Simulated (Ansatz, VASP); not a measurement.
One calculation of SnSe, two programs

Contents of INCAR:

```
SYSTEM = SnSe
  PREC = Accurate
  ENCUT = 520
  EDIFF = 1E-6
  ISMEAR = -1
  SIGMA = 0.08
  LREAL = .False.
  LASPH = .True.
  NELM = 60
  ALGO = Normal
  ISIF = 2
  LWAVE = .False.
  LCHARG = .True.
  LELF = .True.
  LVHAR = .True.
  NBANDS = 17
```

File KPOINTS:

```
Automatic mesh
0
Gamma
  11 11 11
  0 0 0
```

File POSCAR:

```
SnSe
1.0
    0.0000000000      2.9482819549      2.9482819549
    2.9482819549      0.0000000000      2.9482819549
    2.9482819549      2.9482819549      0.0000000000
Sn Se
1 1
Direct
    0.0000000000      0.0000000000      0.0000000000
    0.2500000000      0.2500000000      0.2500000000
```

Input for Ansatz:

```yaml
crystal:
  lattice:
    - [0.0, 2.9482819549, 2.9482819549]
    - [2.9482819549, 0.0, 2.9482819549]
    - [2.9482819549, 2.9482819549, 0.0]
  atoms:
    - { symbol: Sn, position: [0.0, 0.0, 0.0] }
    - { symbol: Se, position: [0.25, 0.25, 0.25] }
kpoints:
  mp_grid: { grid: [11, 11, 11] }
scf:
  occupations: { method: fermi_dirac, width: 0.08 }
hamiltonian:
  xc: lda
  pseudopotentials: { kind: all_electron, lapw: { basis_error: 0.001 } }
output:
  forces: true
  stress: true
  eigenvalues: true
  populations: true
```

Change from the starting cell: volume scaled by 0.72, LAPW.

Alike in both runs: task single point; functional LDA; k mesh 11 × 11 × 11; occupations fermi-dirac, width 0.08 eV; no spin polarisation.

|  | VASP | Ansatz |
| --- | --- | --- |
| version | VASP 6.6.1 | Ansatz 0.2.0 |
| potentials or method | VASP PAW LDA potentials, release 64 (Sn_d, Se), cutoff 520 eV | all-electron LAPW, scalar-relativistic |

VASP gave:

```
pressure (GPa) : 21.1
```

Task: What did Ansatz give for the same quantities?

Result: Pressure (GPa): 20.9.

LDA's correlation is that of Perdew and Zunger in VASP and of Perdew and Wang (1992) in Ansatz. Ansatz ran all-electron here, and VASP with PAW potentials.
